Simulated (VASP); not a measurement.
Set up this calculation in VASP 6.6.1, as the native input.

| Quantity | Value |
| --- | --- |
| Task | single point |
| Functional | r2SCAN |
| Potentials or basis | VASP PAW PBE potentials, release 64 (C) |
| Cutoff | 520 eV |
| k mesh | 18 × 18 × 6 |
| Occupations | gaussian, width 0.1 eV |
| Spin | no spin polarisation |
| Dipole correction | no |
| Further INCAR settings | ALGO = Normal; EDIFF = 1e-06; NBANDS = 16 |

C:

```
C
1.0
     2.45775    0.00000    0.00000
    -1.22887    2.12847    0.00000
     0.00000    0.00000    7.46147
C
4
Direct
  0.00000 0.00000 0.00250
  0.00000 0.00000 0.50250
  0.33333 0.66667 0.00250
  0.66667 0.33333 0.50250
```

This cell differs from its parent crystal: volume scaled by 1.06, then relaxed in part.

These files were run (other wordings do the same):

POSCAR

```
C
1.0
    2.4577497235      0.0000000000      0.0000000000
   -1.2288748617      2.1284736967      0.0000000000
    0.0000000000      0.0000000000      7.4614724487
C
4
Direct
    0.0000000000      0.0000000000      0.0025000000
    0.0000000000      0.0000000000      0.5025000000
    0.3333333333      0.6666666667      0.0025000000
    0.6666666667      0.3333333333      0.5025000000
```

INCAR.step1

```
PREC = Accurate ; ENCUT = 520
ISMEAR = 0 ; SIGMA = 0.1
LREAL = F ; LASPH = T
NELM = 100 ; NBANDS = 16
GGA = PE ; ALGO = Normal
EDIFF = 1E-4 ; LWAVE = T
LCHARG = F
```

INCAR.step2

```
PREC = Accurate ; ENCUT = 520
EDIFF = 1E-6 ; ISMEAR = 0
SIGMA = 0.1 ; LREAL = F
LASPH = T ; NELM = 100
ALGO = Normal ; ISIF = 2
LWAVE = F ; LCHARG = F
METAGGA = R2SCAN ; LMIXTAU = T
NBANDS = 16 ; ISTART = 1
```

KPOINTS

```
regular mesh
0
Gamma
  18 18 6
```

Potentials or basis: VASP PAW PBE potentials, release 64 (C).

Launch:

```bash
$ cat potpaw_PBE.64/C/POTCAR > POTCAR
$ cp INCAR.step1 INCAR
$ mpirun -np 1 vasp_std > vasp.out
$ cp INCAR.step2 INCAR
$ mpirun -np 1 vasp_std > vasp.out
```

It gave:

```yaml
Pressure: -0.2 GPa
Band_gap_on_the_k_mesh: zero (band 8 reaches 3.79 eV, above the bottom of band 9 at 3.78 eV)
```

Caveat: the PAW data sets were made with another functional, which shifts forces and pressure a little.

It took 3.4 min on 1 thread of Intel Xeon 6975P-C, with other jobs on the host, peak memory 0.19 GiB.
